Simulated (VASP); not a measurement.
Wanted: the native input for a VASP 6.6.1 run.

```
Task                   : single point
Functional             : LDA
Potentials or basis    : VASP PAW LDA potentials, release 64 (Mg, S)
Cutoff                 : 520 eV
k mesh                 : 6 × 6 × 4
Occupations            : gaussian, width 0.01 eV
Spin                   : no spin polarisation
Dipole correction      : no
Further INCAR settings : ALGO = Normal; EDIFF = 1e-07; NBANDS = 16
```

The structure of MgS lies in POSCAR:

```
MgS
1.0
    3.9768623765     -0.0000000028      0.0000000000
   -1.9884311858      3.4440638468      0.0000000000
    0.0000000000      0.0000000000      4.8557260798
Mg S
2 2
Direct
    0.6666666667      0.3333333333      0.4374994597
    0.3333333333      0.6666666667      0.9374994597
    0.3333333333      0.6666666667      0.4374995403
    0.6666666667      0.3333333333      0.9374995403
```

These files were run (other wordings do the same):

INCAR

```
PREC     = Accurate       # precision mode
ENCUT    = 520            # plane-wave cutoff, eV
EDIFF    = 1E-7           # SCF threshold, eV
ISMEAR   = 0              # smearing method
SIGMA    = 0.01           # smearing width, eV
LREAL    = F              # projectors in reciprocal space
LASPH    = T              # aspherical terms in the spheres
NELM     = 80             # most SCF steps
ALGO     = Normal         # electronic algorithm
ISIF     = 2              # what is computed and relaxed
LWAVE    = F              # write WAVECAR
LCHARG   = F              # write CHGCAR
GGA      = CA             # functional
NBANDS   = 16             # bands
```

KPOINTS

```
Automatic mesh
0
Gamma
  6 6 4
```

Potentials or basis: VASP PAW LDA potentials, release 64 (Mg, S).

Launch:

```console
$ cat potpaw_LDA.64/Mg/POTCAR potpaw_LDA.64/S/POTCAR > POTCAR
$ mpirun -np 1 vasp_std > vasp.out
```

Results of the run:

- Pressure: 19.6 GPa
- Band gap on the k mesh: 2.92 eV, indirect (least direct gap 3.20 eV)

Run time: 18 s on 1 thread of Intel Xeon 6975P-C (shared host), peak memory 0.16 GiB.
